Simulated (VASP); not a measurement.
# BaAg2As2 (I4/mmm) in VASP: further runs

Runs on BaAg2As2. Level: PBE. Tasks: single point.

Everything below comes from runs of VASP 6.6.1. Logs are shortened: lines on timing, memory, paths and dates and some standing lists are left out, and cuts for length are marked.

## Step 1: The cell of the first run

The structure is tetragonal, space group I4/mmm (No. 139). Conventional cell: a = 4.603 Å, b = 4.603 Å, c = 10.867 Å, α = 90.00°, β = 90.00°, γ = 90.00°. Ba (site symmetry 4/mmm) has 10 As at 3.49 to 4.18 Å and 8 Ag at 3.56 Å and 4 Ba at 4.60 Å within 4.7 Å. Within 3.6 Å of Ag (site symmetry -4m2) lie 4 As at 2.72 Å and 4 Ag at 3.25 Å and 4 Ba at 3.56 Å. As (site symmetry 4mm) has 1 As at 2.52 Å and 4 Ag at 2.72 Å within 3.3 Å.

## Step 2: Single point, PBE

Contents of INCAR:

```
PREC = Accurate
ENCUT = 520
EDIFF = 1E-6
ISMEAR = 0
SIGMA = 0.1
LREAL = False
LASPH = True
NELM = 60
ALGO = Normal
ISIF = 2
LWAVE = False
LCHARG = True
GGA = PE
LELF = True
LVHAR = True
NBANDS = 29
```

Contents of KPOINTS:

```
regular mesh
0
Gamma
  6 6 6
```

Contents of POSCAR:

```
BaAg2As2
1.0
   -2.3012500000      2.3012500000      5.4336000000
    2.3012500000     -2.3012500000      5.4336000000
    2.3012500000      2.3012500000     -5.4336000000
Ba Ag As
1 2 2
Direct
    0.0000000000      0.0000000000      0.0000000000
    0.7500000000      0.2500000000      0.5000000000
    0.2500000000      0.7500000000      0.5000000000
    0.3842000000      0.3842000000      0.0000000000
    0.6158000000      0.6158000000      0.0000000000
```

Potentials or basis: VASP PAW PBE potentials, release 64 (Ba_sv, Ag, As).

On the command line:

```
$ cat potpaw_PBE.64/Ba_sv/POTCAR potpaw_PBE.64/Ag/POTCAR potpaw_PBE.64/As/POTCAR > POTCAR
$ mpirun -np 1 vasp_std > vasp.out
```

OUTCAR:

```text
PREC = Accurate
   ENCUT = 520
   EDIFF = 1E-6
   ISMEAR = 0
   LREAL = False
   LASPH = True
   NELM = 60
   ISIF = 2
   GGA = PE

 ion  position               nearest neighbor table
   1  0.000  0.000  0.000-   5 3.49   5 3.49   5 3.49   4 3.49   5 3.49   4 3.49   4 3.49   4 3.49
                             2 3.56   3 3.56   2 3.56   3 3.56   2 3.56   2 3.56   3 3.56   3 3.56
   2  0.750  0.250  0.500-   4 2.72   5 2.72   4 2.72   5 2.72   3 3.25   3 3.25   3 3.25   3 3.25
                             1 3.56   1 3.56   1 3.56   1 3.56
   3  0.250  0.750  0.500-   4 2.72   5 2.72   4 2.72   5 2.72   2 3.25   2 3.25   2 3.25   2 3.25
                             1 3.56   1 3.56   1 3.56   1 3.56
   4  0.384  0.384  0.000-   5 2.52   3 2.72   2 2.72   3 2.72   2 2.72   1 3.49   1 3.49   1 3.49
                             1 3.49
   5  0.616  0.616  0.000-   4 2.52   2 2.72   3 2.72   2 2.72   3 2.72   1 3.49   1 3.49   1 3.49
                             1 3.49

  LATTYP: Found a body centered tetragonal cell.
 ALAT       =     4.6025000000
 C/A-ratio  =     2.3611515481

  Lattice vectors:

 A1 = (  -2.3012500000,   2.3012500000,   5.4336000000)
 A2 = (   2.3012500000,  -2.3012500000,   5.4336000000)
 A3 = (   2.3012500000,   2.3012500000,  -5.4336000000)

Analysis of symmetry for initial positions (statically):
=====================================================================
 Subroutine PRICEL returns:
 Original cell was already a primitive cell.

 Routine SETGRP: Setting up the symmetry group for a
 body centered tetragonal supercell.

 Subroutine GETGRP returns: Found 16 space group operations
 (whereof 16 operations were pure point group operations)
 out of a pool of 16 trial point group operations.

The static configuration has the point symmetry D_4h.

Analysis of symmetry for dynamics (positions and initial velocities):
=====================================================================
 Subroutine PRICEL returns:
 Original cell was already a primitive cell.

 Routine SETGRP: Setting up the symmetry group for a
 body centered tetragonal supercell.

 Subroutine GETGRP returns: Found 16 space group operations
 (whereof 16 operations were pure point group operations)
 out of a pool of 16 trial point group operations.

The dynamic configuration has the point symmetry D_4h.

 Subroutine INISYM returns: Found 16 space group operations
 (whereof 16 operations are pure point group operations),
 and found     1 'primitive' translations

----------------------------------------------------------------------------------------

                                     Primitive cell

  volume of cell :     115.1000

  direct lattice vectors                    reciprocal lattice vectors
    -2.301250000  2.301250000  5.433600000     0.000000000  0.217273221  0.092020024
     2.301250000 -2.301250000  5.433600000     0.217273221  0.000000000  0.092020024
     2.301250000  2.301250000 -5.433600000     0.217273221  0.217273221  0.000000000

  length of vectors
     6.333680769  6.333680769  6.333680769     0.235956219  0.235956219  0.307270736

  position of ions in fractional coordinates (direct lattice)
     0.000000000  0.000000000  0.000000000
     0.750000000  0.250000000  0.500000000
     0.250000000  0.750000000  0.500000000
     0.384200000  0.384200000  0.000000000
     0.615800000  0.615800000  0.000000000

  ion indices of the primitive-cell ions
   primitive index   ion index
                 1           1
                 2           2
                 3           3
                 4           4
                 5           5

----------------------------------------------------------------------------------------

 KPOINTS: regular mesh

Automatic generation of k-mesh.
 Grid dimensions read from file:
 generate k-points for:    6    6    6

 Generating k-lattice:

  Cartesian coordinates                     Fractional coordinates (reciprocal lattice)
     0.000000000  0.036212204  0.015336671     0.166666667  0.000000000 -0.000000000
     0.036212204  0.000000000  0.015336671     0.000000000  0.166666667 -0.000000000
     0.036212204  0.036212204  0.000000000     0.000000000  0.000000000  0.166666667

  Length of vectors
     0.039326037  0.039326037  0.051211789

  Shift w.r.t. Gamma in fractional coordinates (k-lattice)
     0.000000000  0.000000000  0.000000000

 Subroutine IBZKPT returns following result:
 ===========================================

 Found     30 irreducible k-points:

 Following reciprocal coordinates:
            Coordinates               Weight
  0.000000  0.000000  0.000000      1.000000
  0.166667 -0.000000  0.000000      8.000000
  0.333333  0.000000 -0.000000      8.000000
  0.500000  0.000000 -0.000000      4.000000
  0.166667  0.166667  0.000000      8.000000
  0.333333  0.166667 -0.000000     16.000000
[... 16 lines left out ...]
 -0.333333 -0.333333  0.166667      8.000000
 -0.166667 -0.333333  0.166667      8.000000
 [... further k-points ...]
   k-points           NKPTS =     30   k-points in BZ     NKDIM =     30   number of bands    NBANDS=     29
   number of dos      NEDOS =    301   number of ions     NIONS =      5
   total plane-waves  NPLWV = 110592
   dimension x,y,z NGX =    48 NGY =   48 NGZ =   48
   dimension x,y,z NGXF=    96 NGYF=   96 NGZF=   96
   ions per type =               1   2   2
   NGX,Y,Z   is equivalent  to a cutoff of  12.60, 12.60, 12.60 a.u.
   NGXF,Y,Z  is equivalent  to a cutoff of  25.20, 25.20, 25.20 a.u.
 SYSTEM =  unknown system
   PREC   = accura    normal or accurate (medium, high low for compatibility)
   ISTART =      0    job   : 0-new  1-cont  2-samecut
   ICHARG =      2    charge: 1-file 2-atom 10-const
   ISPIN  =      1    spin polarized calculation?
   LNONCOLLINEAR =      F non collinear calculations
   LSORBIT =      F    spin-orbit coupling
   LASPH  =      T    aspherical Exc in radial PAW
   ENCUT  =  520.0 eV  38.22 Ry    6.18 a.u.  11.78 11.78 11.78*2*pi/ulx,y,z
   NELM   =     60;   NELMIN=  2; NELMDL= -5     # of ELM steps
   EDIFF  = 0.1E-05   stopping-criterion for ELM
   LREAL  =      F    real-space projection
   EDIFFG = 0.1E-04   stopping-criterion for IOM
   NSW    =      0    number of steps for IOM
   IBRION =     -1    ionic relax: 0-MD 1-quasi-New 2-CG
   NFREE  =      0    steps in history (QN), initial steepest desc. (CG)
   ISIF   =      2    stress and relaxation
   ISYM   =      2    0-nonsym 1-usesym 2-fastsym
   POTIM  = 0.5000    time-step for ionic-motion
   TEBEG  =    0.0;   TEEND  =   0.0 temperature during run
   PSTRESS=    0.0 pullay stress
   NELECT =      42.0000    total number of electrons
   NUPDOWN=      -1.0000    fix difference up-down
   EMIN   =  10.00;   EMAX   =-10.00  energy-range for DOS
   EFERMI =   0.00;   METHOD = LEGACY
   ISMEAR =     0;   SIGMA  =   0.10  broadening in eV -4-tet -1-fermi 0-gaus
   EFERMI_NEDOS =   21; number of points for ismear=-14 and -15
   IALGO  =     38    algorithm
   IMIX   =      4    mixing-type and parameters
     AMIX     =   0.40;   BMIX     =  1.00
     AMIX_MAG =   1.60;   BMIX_MAG =  1.00
  volume/ion in A,a.u.               =      23.02       155.35
  Fermi-wavevector in a.u.,A,eV,Ry     =   1.169857  2.210709 18.620468  1.368566
  Thomas-Fermi vector in A             =   2.306324
   LORBIT       =      0    0 simple, 1 ext, 2 COOP (PROOUT), +10 PAW based schemes
   GGA     = PE    functional components
   LHFCALC =     F    Hartree Fock is set to
   AEXX    =    0.0000 exact exchange contribution
   IVDW    =     0    specifies the selected vdW correction
   LEPSILON=     F    determine dielectric tensor
   LRPA    =     F    only Hartree local field effects (RPA)
 non-spin polarized calculation
 Gauss-broadening in eV      SIGMA  =   0.10
  energy-cutoff  :      520.00
  volume of cell :      115.10
 maximum number of plane-waves:      3132
   NGX = 23   NGY = 23   NGZ = 23

 number of electron      41.9999999 magnetization

 Free energy of the ion-electron system (eV)
  ---------------------------------------------------
  ext. energy  EPLUGINS =         0.00000000
  ---------------------------------------------------
  free energy    TOTEN  =       -19.06629004 eV

  energy without entropy =      -19.05779725  energy(sigma->0) =      -19.06204364

 E-fermi :   5.9064     XC(G=0): -10.3612

 val. band max:        5.8711296827   @ k =   0.0000   0.0000   0.0000
 cond. band min:       5.9217042918   @ k =  -0.1667   0.5000   0.1667
 fundamental gap:      0.0505746090
 Fermi energy:         5.9063702570

 k-point     1 :       0.0000    0.0000    0.0000
  band No.  band energies     occupation
      1     -22.1868      2.00000
      2      -7.5667      2.00000
      3      -7.4181      2.00000
      4      -7.4181      2.00000
      5      -6.6792      2.00000
      6      -4.2253      2.00000
[... 21 lines left out ...]
     28      10.8173      0.00000
     29      11.1650      0.00000

 k-point     2 :       0.1667   -0.0000    0.0000
  band No.  band energies     occupation
      1     -22.1835      2.00000
      2      -7.6856      2.00000
      3      -7.5561      2.00000
      4      -7.4054      2.00000
      5      -6.3393      2.00000
      6      -4.2837      2.00000
[... 21 lines left out ...]
     28      10.0649      0.00000
     29      10.4976      0.00000

 k-point     3 :       0.3333    0.0000   -0.0000
  band No.  band energies     occupation
      1     -22.1769      2.00000
      2      -7.9872      2.00000
      3      -7.5413      2.00000
      4      -7.3798      2.00000
      5      -5.8675      2.00000
      6      -4.4199      2.00000
[... 21 lines left out ...]
     28      10.7303      0.00000
     29      11.2187      0.00000

 k-point     4 :       0.5000    0.0000   -0.0000
  band No.  band energies     occupation
      1     -22.1736      2.00000
      2      -8.0997      2.00000
      3      -7.5302      2.00000
      4      -7.3669      2.00000
      5      -5.6603      2.00000
      6      -4.5021      2.00000
[... 21 lines left out ...]
     28      11.1730      0.00000
     29      11.5427      0.00000

 k-point     5 :       0.1667    0.1667    0.0000
  band No.  band energies     occupation
      1     -22.1802      2.00000
      2      -7.7447      2.00000
      3      -7.5565      2.00000
      4      -7.4734      2.00000
      5      -6.1402      2.00000
      6      -4.3658      2.00000
[... 21 lines left out ...]
     28      10.3519      0.00000
     29      10.7917      0.00000
[... 510 lines left out ...]
     28      10.3899      0.00000
     29      10.6511      0.00000

 k-point    22 :      -0.1667    0.5000    0.1667
  band No.  band energies     occupation
      1     -22.1766      2.00000
      2      -7.9688      2.00000
      3      -7.5804      2.00000
      4      -7.3788      2.00000
      5      -5.8015      2.00000
      6      -4.5400      2.00000
[... 21 lines left out ...]
     28       9.9243      0.00000
     29      11.4883      0.00000

 k-point    23 :      -0.3333   -0.3333    0.1667
  band No.  band energies     occupation
      1     -22.1797      2.00000
      2      -7.7262      2.00000
      3      -7.6059      2.00000
      4      -7.4753      2.00000
      5      -6.0436      2.00000
      6      -4.5359      2.00000
[... 21 lines left out ...]
     28       9.9227      0.00000
     29      10.0215      0.00000

 k-point    24 :      -0.1667   -0.3333    0.1667
  band No.  band energies     occupation
      1     -22.1830      2.00000
      2      -7.7033      2.00000
      3      -7.5856      2.00000
      4      -7.4037      2.00000
      5      -6.2242      2.00000
      6      -4.4642      2.00000
[... 21 lines left out ...]
     28       9.8126      0.00000
     29       9.9279      0.00000

 [... further k-points ...]

------------------------ aborting loop because EDIFF is reached ----------------------------------------

  FORCE on cell =-STRESS in cart. coord.  units (eV):
  Direction    XX          YY          ZZ          XY          YZ          ZX
  --------------------------------------------------------------------------------------
  -------------------------------------------------------------------------------------
  Total        1.5687794      1.5687794      3.1983035      0.0000000      0.0000000      0.0000000
  in kB       21.8372126     21.8372126     44.5199833      0.0000000      0.0000000      0.0000000
  external PRESSURE =      29.3981362 kB  Pullay stress =       0.0000000 kB

 VOLUME and BASIS-vectors are now :
 -----------------------------------------------------------------------------
  energy-cutoff  :      520.00
  volume of cell :      115.10
      direct lattice vectors                 reciprocal lattice vectors
    -2.301250000  2.301250000  5.433600000     0.000000000  0.217273221  0.092020024
     2.301250000 -2.301250000  5.433600000     0.217273221  0.000000000  0.092020024
     2.301250000  2.301250000 -5.433600000     0.217273221  0.217273221  0.000000000

 POSITION                                       TOTAL-FORCE (eV/Angst)
 -----------------------------------------------------------------------------------
      0.00000      0.00000      0.00000        -0.000000     -0.000000      0.000000
     -0.00000      2.30125      2.71680        -0.000000     -0.000000      0.000000
      2.30125     -0.00000      2.71680        -0.000000     -0.000000      0.000000
      0.00000      0.00000      4.17518         0.000000      0.000000     -0.264008
      0.00000      0.00000      6.69202        -0.000000     -0.000000      0.264008
 -----------------------------------------------------------------------------------
    total drift:                                0.000000     -0.000000      0.000000

  FREE ENERGIE OF THE ION-ELECTRON SYSTEM (eV)
  ---------------------------------------------------
  free  energy   TOTEN  =       -19.0662900409 eV

  energy  without entropy=      -19.0577972482  energy(sigma->0) =      -19.06204364
```

Wall time 98 s (1 thread of Intel Xeon Platinum 8488C (Sapphire Rapids), shared host); peak memory 0.38 GiB.

Results:

```yaml
Free_energy: -19.0663 eV
Pressure: 2.9 GPa
Largest_force: 0.264 eV/Å
Band_gap_on_the_k_mesh: zero (bands 21 and 22 overlap by 0.53 eV)
```

Forces on the atoms (eV/Å):
```
Ba   0.000  0.000  0.000
Ag   0.000  0.000  0.000
Ag   0.000  0.000  0.000
As   0.000  0.000 -0.264
As   0.000  0.000  0.264
```

Stress tensor (GPa, compression positive):
```
2.18 0.00 0.00
0.00 2.18 0.00
0.00 0.00 4.45
```

Caveat: spin-orbit coupling is left out, which moves the levels of the heavy elements.

## Step 3: Single point, PBE

This run uses another cell than the first one, of 23.98 Å³/atom.

Contents of INCAR:

```
SYSTEM = BaAg2As2
ALGO     = Fast           ! electronic algorithm
EDIFF    = 1E-7           ! SCF threshold, eV
ENCUT    = 520            ! plane-wave cutoff, eV
GGA      = PE             ! functional
ISIF     = 2              ! what is computed and relaxed
ISMEAR   = 0              ! smearing method
LASPH    = .TRUE.         ! aspherical terms in the spheres
LCHARG   = .TRUE.         ! write CHGCAR
LELF     = .TRUE.         ! ELF
LREAL    = .FALSE.        ! projectors in reciprocal space
LVHAR    = .TRUE.       
LWAVE    = .FALSE.        ! write WAVECAR
NBANDS   = 29             ! bands
NELM     = 60             ! most SCF steps
PREC     = Accurate       ! precision mode
SIGMA    = 0.1            ! smearing width, eV
```

Contents of KPOINTS:

```
k-points
0
G
  12 12 12
  0 0 0
```

Contents of POSCAR:

```
BaAg2As2
1.0
   -2.2919895645      2.2919895645      5.7051286396
    2.2919895645     -2.2919895645      5.7051286396
    2.2919895645      2.2919895645     -5.7051286396
Ba Ag As
1 2 2
Direct
    0.0000000000      0.0000000000      0.0000000000
    0.7500000000      0.2500000000      0.5000000000
    0.2500000000      0.7500000000      0.5000000000
    0.3842161083      0.3842161083      0.0000000000
    0.6157838917      0.6157838917      0.0000000000
```

Potentials or basis: VASP PAW PBE potentials, release 64 (Ba_sv, Ag, As).

On the command line:

```
$ cat potpaw_PBE.64/Ba_sv/POTCAR potpaw_PBE.64/Ag/POTCAR potpaw_PBE.64/As/POTCAR > POTCAR
$ mpirun -np 1 vasp_std > vasp.out
```

Wall time 18 min (1 thread of Intel Xeon Platinum 8488C (Sapphire Rapids), shared host); peak memory 0.78 GiB.

The run converged. Its results:

```yaml
Free_energy: -19.1384 eV
Pressure: 0.3 GPa
Largest_force: 0.032 eV/Å
Band_gap_on_the_k_mesh: zero (bands 21 and 22 overlap by 0.86 eV)
```

Forces on the atoms (eV/Å):
```
Ba   0.000  0.000  0.000
Ag   0.000  0.000  0.000
Ag   0.000  0.000  0.000
As   0.000  0.000 -0.032
As   0.000  0.000  0.032
```

Levels at points of the mesh, in eV from the Fermi level:
```csv
k point,band 19,band 20,band 21,band 22,band 23,band 24
"(0.00, 0.00, 0.00)",-1.90,-0.68,-0.68,0.25,1.15,2.27
"(0.50, 0.00, 0.00)",-1.83,-1.09,-0.18,0.03,1.65,2.62
"(0.50, 0.50, 0.00)",-2.72,-2.32,-2.12,0.08,2.50,2.83
"(0.50, 0.50, 0.50)",-1.73,-1.22,0.18,0.62,0.62,1.45
```

Caveat: spin-orbit coupling is left out, which moves the levels of the heavy elements.
